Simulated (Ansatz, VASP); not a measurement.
**Two plane-wave programs on BN**

```
B N
1.0
     2.43654    0.00000    0.00000
    -1.21827    2.11011    0.00000
     0.00000    0.00000    4.81430
B N
2 2
Direct
  0.33333 0.66667 0.25000
  0.66667 0.33333 0.75000
  0.33333 0.66667 0.75000
  0.66667 0.33333 0.25000
```

Alike in both runs: task single point; functional r2SCAN; k mesh 12 × 12 × 6; occupations gaussian, width 0.02 eV; no spin polarisation.

|  | VASP | Ansatz |
| --- | --- | --- |
| version | VASP 6.6.1 | Ansatz 0.2.0 |
| potentials or method | VASP PAW PBE potentials, release 64 (B, N), cutoff 520 eV | scalar-relativistic, plane waves, PAW |
| valence electrons in the cell | 16 | 16 |

Ansatz gave:

```
gap on the k mesh at the Fermi level (eV) : 4.43
least direct gap on the mesh (eV)         : 5.23
```

Task: What did VASP give for the same quantities?

Result: gap on the k mesh at the Fermi level (eV): 4.47; least direct gap on the mesh (eV): 5.29.

VASP's potentials were made for PBE, not for r2SCAN.
